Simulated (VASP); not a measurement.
# Mg2B (I4/mmm) in VASP: a series of runs

The runs below take Mg2B through single point, relaxation of cell and atoms, with PBE.

Everything below comes from runs of VASP 6.6.1. Logs are shortened: lines on timing, memory, paths and dates and some standing lists are left out, and cuts for length are marked.

**1. The cell of the first run**

It takes space group I4/mmm (No. 139, tetragonal). The conventional cell has a = 3.831 Å, b = 3.831 Å, c = 6.283 Å, α = 90.00°, β = 90.00°, γ = 90.00°. Within 1.6 Å of Mg (site symmetry 4mm) lie 1 Mg at 1.17 Å. Within 3.4 Å of B (site symmetry 4/mmm) lie 10 Mg at 2.56 to 2.77 Å.

**2. Single point, PBE**

Input file INCAR:

```
  PREC = Accurate
  ENCUT = 750
  EDIFF = 1E-6
  ISMEAR = 0
  SIGMA = 0.1
  LREAL = F
  LASPH = T
  NELM = 120
  ALGO = Normal
  ISIF = 2
  LWAVE = F
  LCHARG = F
  GGA = PE
  NBANDS = 18
  GGA_COMPAT = F
```

Input file KPOINTS:

```
Automatic mesh
0
Gamma
  6 6 6
```

Input file POSCAR:

```
Mg2B
1.0
   -1.9155026889      1.9155026889      3.1416213766
    1.9155026889     -1.9155026889      3.1416213766
    1.9155026889      1.9155026889     -3.1416213766
Mg B
2 1
Direct
    0.5930000000      0.5930000000      0.0000000000
    0.4070000000      0.4070000000      0.0000000000
    0.0000000000      0.0000000000      0.0000000000
```

Potentials or basis: VASP PAW PBE potentials, release 64 (Mg_sv, B).

Started as:

```
cat potpaw_PBE.64/Mg_sv/POTCAR potpaw_PBE.64/B/POTCAR > POTCAR
mpirun -np 1 vasp_std > vasp.out
```

OUTCAR:

```text
PREC = Accurate
   ENCUT = 750
   EDIFF = 1E-6
   ISMEAR = 0
   LREAL = F
   LASPH = T
   NELM = 120
   ISIF = 2
   GGA = PE

 ion  position               nearest neighbor table
   1  0.593  0.593  0.000-   2 1.17
   2  0.407  0.407  0.000-   1 1.17
   3  0.000  0.000  0.000-

  LATTYP: Found a body centered tetragonal cell.
 ALAT       =     3.8310053778
 C/A-ratio  =     1.6401028277

  Lattice vectors:

 A1 = (  -1.9155026889,   1.9155026889,   3.1416213766)
 A2 = (   1.9155026889,  -1.9155026889,   3.1416213766)
 A3 = (   1.9155026889,   1.9155026889,  -3.1416213766)

Analysis of symmetry for initial positions (statically):
=====================================================================
 Subroutine PRICEL returns:
 Original cell was already a primitive cell.

 Routine SETGRP: Setting up the symmetry group for a
 body centered tetragonal supercell.

 Subroutine GETGRP returns: Found 16 space group operations
 (whereof 16 operations were pure point group operations)
 out of a pool of 16 trial point group operations.

The static configuration has the point symmetry D_4h.

Analysis of symmetry for dynamics (positions and initial velocities):
=====================================================================
 Subroutine PRICEL returns:
 Original cell was already a primitive cell.

 Routine SETGRP: Setting up the symmetry group for a
 body centered tetragonal supercell.

 Subroutine GETGRP returns: Found 16 space group operations
 (whereof 16 operations were pure point group operations)
 out of a pool of 16 trial point group operations.

The dynamic configuration has the point symmetry D_4h.

 Subroutine INISYM returns: Found 16 space group operations
 (whereof 16 operations are pure point group operations),
 and found     1 'primitive' translations

----------------------------------------------------------------------------------------

                                     Primitive cell

  volume of cell :      46.1083

  direct lattice vectors                    reciprocal lattice vectors
    -1.915502689  1.915502689  3.141621377     0.000000000  0.261028086  0.159153488
     1.915502689 -1.915502689  3.141621377     0.261028086  0.000000000  0.159153488
     1.915502689  1.915502689 -3.141621377     0.261028086  0.261028086  0.000000000

  length of vectors
     4.148263007  4.148263007  4.148263007     0.305721269  0.305721269  0.369149459

  position of ions in fractional coordinates (direct lattice)
     0.593000000  0.593000000  0.000000000
     0.407000000  0.407000000  0.000000000
     0.000000000  0.000000000  0.000000000

  ion indices of the primitive-cell ions
   primitive index   ion index
                 1           1
                 2           2
                 3           3

----------------------------------------------------------------------------------------

 KPOINTS: Automatic mesh

Automatic generation of k-mesh.
 Grid dimensions read from file:
 generate k-points for:    6    6    6

 Generating k-lattice:

  Cartesian coordinates                     Fractional coordinates (reciprocal lattice)
     0.000000000  0.043504681  0.026525581     0.166666667  0.000000000 -0.000000000
     0.043504681  0.000000000  0.026525581     0.000000000  0.166666667 -0.000000000
     0.043504681  0.043504681  0.000000000     0.000000000  0.000000000  0.166666667

  Length of vectors
     0.050953545  0.050953545  0.061524910

  Shift w.r.t. Gamma in fractional coordinates (k-lattice)
     0.000000000  0.000000000  0.000000000

 Subroutine IBZKPT returns following result:
 ===========================================

 Found     30 irreducible k-points:

 Following reciprocal coordinates:
            Coordinates               Weight
  0.000000  0.000000  0.000000      1.000000
  0.166667 -0.000000  0.000000      8.000000
  0.333333 -0.000000  0.000000      8.000000
  0.500000  0.000000 -0.000000      4.000000
  0.166667  0.166667  0.000000      8.000000
  0.333333  0.166667  0.000000     16.000000
[... 16 lines left out ...]
 -0.333333 -0.333333  0.166667      8.000000
 -0.166667 -0.333333  0.166667      8.000000
 [... further k-points ...]
   k-points           NKPTS =     30   k-points in BZ     NKDIM =     30   number of bands    NBANDS=     18
   number of dos      NEDOS =    301   number of ions     NIONS =      3
   total plane-waves  NPLWV =  64000
   dimension x,y,z NGX =    40 NGY =   40 NGZ =   40
   dimension x,y,z NGXF=    80 NGYF=   80 NGZF=   80
   ions per type =               2   1
   NGX,Y,Z   is equivalent  to a cutoff of  16.03, 16.03, 16.03 a.u.
   NGXF,Y,Z  is equivalent  to a cutoff of  32.06, 32.06, 32.06 a.u.
 SYSTEM =  unknown system
   PREC   = accura    normal or accurate (medium, high low for compatibility)
   ISTART =      0    job   : 0-new  1-cont  2-samecut
   ICHARG =      2    charge: 1-file 2-atom 10-const
   ISPIN  =      1    spin polarized calculation?
   LNONCOLLINEAR =      F non collinear calculations
   LSORBIT =      F    spin-orbit coupling
   LASPH  =      T    aspherical Exc in radial PAW
   ENCUT  =  750.0 eV  55.12 Ry    7.42 a.u.   9.26  9.26  9.26*2*pi/ulx,y,z
   NELM   =    120;   NELMIN=  2; NELMDL= -5     # of ELM steps
   EDIFF  = 0.1E-05   stopping-criterion for ELM
   LREAL  =      F    real-space projection
   EDIFFG = 0.1E-04   stopping-criterion for IOM
   NSW    =      0    number of steps for IOM
   IBRION =     -1    ionic relax: 0-MD 1-quasi-New 2-CG
   NFREE  =      0    steps in history (QN), initial steepest desc. (CG)
   ISIF   =      2    stress and relaxation
   ISYM   =      2    0-nonsym 1-usesym 2-fastsym
   POTIM  = 0.5000    time-step for ionic-motion
   TEBEG  =    0.0;   TEEND  =   0.0 temperature during run
   PSTRESS=    0.0 pullay stress
   NELECT =      23.0000    total number of electrons
   NUPDOWN=      -1.0000    fix difference up-down
   EMIN   =  10.00;   EMAX   =-10.00  energy-range for DOS
   EFERMI =   0.00;   METHOD = LEGACY
   ISMEAR =     0;   SIGMA  =   0.10  broadening in eV -4-tet -1-fermi 0-gaus
   EFERMI_NEDOS =   21; number of points for ismear=-14 and -15
   IALGO  =     38    algorithm
   IMIX   =      4    mixing-type and parameters
     AMIX     =   0.40;   BMIX     =  1.00
     AMIX_MAG =   1.60;   BMIX_MAG =  1.00
  volume/ion in A,a.u.               =      15.37       103.72
  Fermi-wavevector in a.u.,A,eV,Ry     =   1.298348  2.453521 22.935430  1.685707
  Thomas-Fermi vector in A             =   2.429682
   LORBIT       =      0    0 simple, 1 ext, 2 COOP (PROOUT), +10 PAW based schemes
   GGA     = PE    functional components
   LHFCALC =     F    Hartree Fock is set to
   AEXX    =    0.0000 exact exchange contribution
   IVDW    =     0    specifies the selected vdW correction
   LEPSILON=     F    determine dielectric tensor
   LRPA    =     F    only Hartree local field effects (RPA)
 non-spin polarized calculation
 Gauss-broadening in eV      SIGMA  =   0.10
  energy-cutoff  :      750.00
  volume of cell :       46.11
 maximum number of plane-waves:      2174
 NGX is ok and might be reduce to    40
   NGX = 19   NGY = 19   NGZ = 19

 number of electron      23.0000008 magnetization

 Free energy of the ion-electron system (eV)
  ---------------------------------------------------
  ext. energy  EPLUGINS =         0.00000000
  ---------------------------------------------------
  free energy    TOTEN  =        14.52676324 eV

  energy without entropy =       14.53824907  energy(sigma->0) =       14.53250615

 E-fermi :   3.1178     XC(G=0):  -9.7233

 val. band max:        3.1141690045   @ k =   0.5000   0.0000  -0.0000
 cond. band min:       3.1577104059   @ k =  -0.3333   0.1667   0.0000
 fundamental gap:      0.0435414014
 Fermi energy:         3.1177793535

 k-point     1 :       0.0000    0.0000    0.0000
  band No.  band energies     occupation
      1     -82.2666      2.00000
      2     -75.3725      2.00000
      3     -49.6570      2.00000
      4     -46.0081      2.00000
      5     -46.0081      2.00000
      6     -43.1196      2.00000
[... 10 lines left out ...]
     17       9.0758      0.00000
     18      10.9522      0.00000

 k-point     2 :       0.1667   -0.0000    0.0000
  band No.  band energies     occupation
      1     -82.2666      2.00000
      2     -75.3730      2.00000
      3     -49.6566      2.00000
      4     -46.0092      2.00000
      5     -46.0087      2.00000
      6     -43.1197      2.00000
[... 10 lines left out ...]
     17       9.7666      0.00000
     18       9.8565      0.00000

 k-point     3 :       0.3333   -0.0000    0.0000
  band No.  band energies     occupation
      1     -82.2665      2.00000
      2     -75.3733      2.00000
      3     -49.6558      2.00000
      4     -46.0105      2.00000
      5     -46.0094      2.00000
      6     -43.1190      2.00000
[... 10 lines left out ...]
     17      10.6154      0.00000
     18      11.4099      0.00000

 k-point     4 :       0.5000    0.0000   -0.0000
  band No.  band energies     occupation
      1     -82.2665      2.00000
      2     -75.3734      2.00000
      3     -49.6554      2.00000
      4     -46.0115      2.00000
      5     -46.0097      2.00000
      6     -43.1188      2.00000
[... 375 lines left out ...]
      4     -46.0114      2.00000
      5     -46.0101      2.00000
      6     -43.1181      2.00000
[... 10 lines left out ...]
     17      10.9637      0.00000
     18      12.5702      0.00000

 k-point    23 :      -0.3333   -0.3333    0.1667
  band No.  band energies     occupation
      1     -82.2664      2.00000
      2     -75.3735      2.00000
      3     -49.6544      2.00000
      4     -46.0109      2.00000
      5     -46.0105      2.00000
      6     -43.1180      2.00000
[... 10 lines left out ...]
     17      11.5443      0.00000
     18      12.8019      0.00000

 k-point    24 :      -0.1667   -0.3333    0.1667
  band No.  band energies     occupation
      1     -82.2665      2.00000
      2     -75.3734      2.00000
      3     -49.6554      2.00000
      4     -46.0102      2.00000
      5     -46.0097      2.00000
      6     -43.1184      2.00000
[... 10 lines left out ...]
     17      11.3108      0.00000
     18      11.8075      0.00000

 [... further k-points ...]

------------------------ aborting loop because EDIFF is reached ----------------------------------------

  FORCE on cell =-STRESS in cart. coord.  units (eV):
  Direction    XX          YY          ZZ          XY          YZ          ZX
  --------------------------------------------------------------------------------------
  -------------------------------------------------------------------------------------
  Total       -7.7590365     -7.7590365     95.0081322      0.0000000      0.0000000      0.0000000
  in kB     -269.6118724   -269.6118724   3301.3532419      0.0000000      0.0000000      0.0000000
  external PRESSURE =     920.7098324 kB  Pullay stress =       0.0000000 kB

 VOLUME and BASIS-vectors are now :
 -----------------------------------------------------------------------------
  energy-cutoff  :      750.00
  volume of cell :       46.11
      direct lattice vectors                 reciprocal lattice vectors
    -1.915502689  1.915502689  3.141621377     0.000000000  0.261028086  0.159153488
     1.915502689 -1.915502689  3.141621377     0.261028086  0.000000000  0.159153488
     1.915502689  1.915502689 -3.141621377     0.261028086  0.261028086  0.000000000

 POSITION                                       TOTAL-FORCE (eV/Angst)
 -----------------------------------------------------------------------------------
      0.00000      0.00000      3.72596        -0.000000     -0.000000     84.778703
      0.00000      0.00000      2.55728         0.000000      0.000000    -84.778703
      0.00000      0.00000      0.00000         0.000000      0.000000     -0.000000
 -----------------------------------------------------------------------------------
    total drift:                                0.000000     -0.000000      0.000000

  FREE ENERGIE OF THE ION-ELECTRON SYSTEM (eV)
  ---------------------------------------------------
  free  energy   TOTEN  =        14.5267632397 eV

  energy  without entropy=       14.5382490662  energy(sigma->0) =       14.53250615
```

Run time: 28 s. Hardware: 1 thread of Intel Xeon 6975P-C (Granite Rapids), shared host; peak memory 0.24 GiB.

Results:

| Property | Result |
| --- | --- |
| Free energy | 14.5268 eV |
| Pressure | 92.1 GPa |
| Largest force | 84.779 eV/Å |
| Band gap on the k mesh | zero (an odd number of electrons rules out a gap without spin polarisation) |

Forces in eV/Å, atoms in the order of the input:
```
Mg    0.000   0.000  84.779
Mg    0.000   0.000 -84.779
B     0.000   0.000   0.000
```

Stress tensor (GPa, compression positive):
```
-26.96   0.00   0.00
  0.00 -26.96   0.00
  0.00   0.00 330.14
```

Caveat: atoms lie so close that the PAW spheres overlap strongly, which falsifies energies and pressures; the cell stands under pressure; forces of over 1 eV/Å act on the atoms, so gaps and moduli don't describe the material at rest.

[end of part 1 of 2]
